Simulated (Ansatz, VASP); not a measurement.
# K2NbO3 in VASP and in Ansatz

```
K Nb O
1.0
     6.01551    0.00000    0.00000
    -3.00776    5.20959    0.00000
     0.00000    0.00000    3.68360
K Nb O
2 1 3
Direct
  0.66667 0.33333 0.00000
  0.33333 0.66667 0.00000
  0.00000 0.00000 0.00000
  0.50000 0.50000 0.50000
  0.50000 0.00000 0.50000
  0.00000 0.50000 0.50000
```

Change from the starting cell: species swapped into the YSi2Ru3 type (P6/mmm, No. 191).

Alike in both runs: functional PBE; k mesh 6 × 6 × 10; occupations gaussian, width 0.1 eV; collinear spin.

Ansatz relaxed the structure, and its values are those at the end. VASP's run is a single point on that final structure, the one shown.

```csv
,VASP,Ansatz
version,VASP 6.6.1,Ansatz 0.2.0
potentials or method,"VASP PAW PBE potentials, release 64 (K_sv, Nb_sv, O), cutoff 520 eV","scalar-relativistic, plane waves, PAW"
valence electrons in the cell,49,49
```

|  | VASP | Ansatz | Ansatz less VASP |
| --- | --- | --- | --- |
| gap on the k mesh at the Fermi level (eV) | none | none | - |
| pressure (GPa) | -2.7 | 0.0 | +2.73 |
| net moment per atom (μB) | 0.00 | 0.80 | +0.801 |
| size of the moment on the site where the two differ most (μB) | 0.00 | 2.83 | +2.834 |

The net moments are unlike, so the other rows may belong to different states. Site moments also hang on the region over which each program counts them. A gap of «none» marks a metal or a gap that the smearing closes.
